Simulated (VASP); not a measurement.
A run of VASP 6.6.1 is set up as follows.

Contents of INCAR:

```
SYSTEM = Ba2Re
ALGO = Fast ; EDIFF = 1E-7
ENCUT = 520 ; GGA = PE
ISIF = 2 ; ISMEAR = 0
LASPH = .TRUE. ; LCHARG = .FALSE.
LREAL = .FALSE. ; LWAVE = .FALSE.
NBANDS = 36 ; NELM = 60
PREC = Accurate ; SIGMA = 0.1
```

Contents of KPOINTS:

```
k-points
0
G
  6 6 2
  0 0 0
```

POSCAR

```
Ba2Re
1.0
    3.6844511428      0.0000000000      0.0000000000
   -1.8422255714      3.1908282887      0.0000000000
    0.0000000000      0.0000000000     14.3310040645
Ba Re
4 2
Direct
    0.3333333333      0.6666666667      0.6275000000
    0.6666666667      0.3333333333      0.1275000000
    0.3333333333      0.6666666667      0.8725000000
    0.6666666667      0.3333333333      0.3725000000
    0.3333333333      0.6666666667      0.2500000000
    0.6666666667      0.3333333333      0.7500000000
```

Potentials or basis: VASP PAW PBE potentials, release 64 (Ba_sv, Re).

Command:

```bash
$ cat potpaw_PBE.64/Ba_sv/POTCAR potpaw_PBE.64/Re/POTCAR > POTCAR
$ mpirun -np 1 vasp_std > vasp.out
```

Problem. What does it give for the pressure?

Solution. 22.1 GPa.

Problem. Predict the band gap on the k mesh.

Solution. Zero (band 27 reaches 4.74 eV, above the bottom of band 28 at 2.93 eV).

Problem. What does it give for the largest force?

Solution. 4.347 eV/Å.

Forces on the atoms (eV/Å):
```
Ba   0.000  0.000 -4.347
Ba   0.000  0.000 -4.347
Ba   0.000  0.000  4.347
Ba   0.000  0.000  4.347
Re   0.000  0.000  0.000
Re   0.000  0.000  0.000
```

Caveat: spin-orbit coupling is left out, which moves the levels of the heavy elements; forces of over 1 eV/Å act on the atoms, so gaps and moduli don't describe the material at rest.
